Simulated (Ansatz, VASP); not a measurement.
# LaB6: VASP beside Ansatz

```
La B
1.0
     4.12433    0.00000    0.00000
     0.00000    4.12433    0.00000
     0.00000    0.00000    4.12433
La B
1 6
Direct
  0.00000 0.00000 0.00000
  0.19976 0.50000 0.50000
  0.50000 0.19976 0.50000
  0.80024 0.50000 0.50000
  0.50000 0.80024 0.50000
  0.50000 0.50000 0.19976
  0.50000 0.50000 0.80024
```

Alike in both runs: functional r2SCAN; k mesh 8 × 8 × 8; occupations fermi-dirac, width 0.1 eV; no spin polarisation.

Ansatz relaxed the structure, and its values are those at the end. VASP's run is a single point on that final structure, the one shown.

|  | VASP | Ansatz |
| --- | --- | --- |
| version | VASP 6.6.1 | Ansatz 0.2.0 |
| potentials or method | VASP PAW PBE potentials, release 64 (La, B), cutoff 520 eV | PAW plane waves |
| valence electrons in the cell | 29 | 29 |

|  | VASP | Ansatz | Ansatz less VASP |
| --- | --- | --- | --- |
| pressure (GPa) | 3.8 | 3.8 | -0.04 |
| rms of the force components (eV/Å) | 0.013 | 0.000 | -0.0124 |

VASP's potentials were made for PBE, not for r2SCAN. Ansatz's warnings: stress scf threshold loose.

Neither program's run includes spin-orbit coupling.
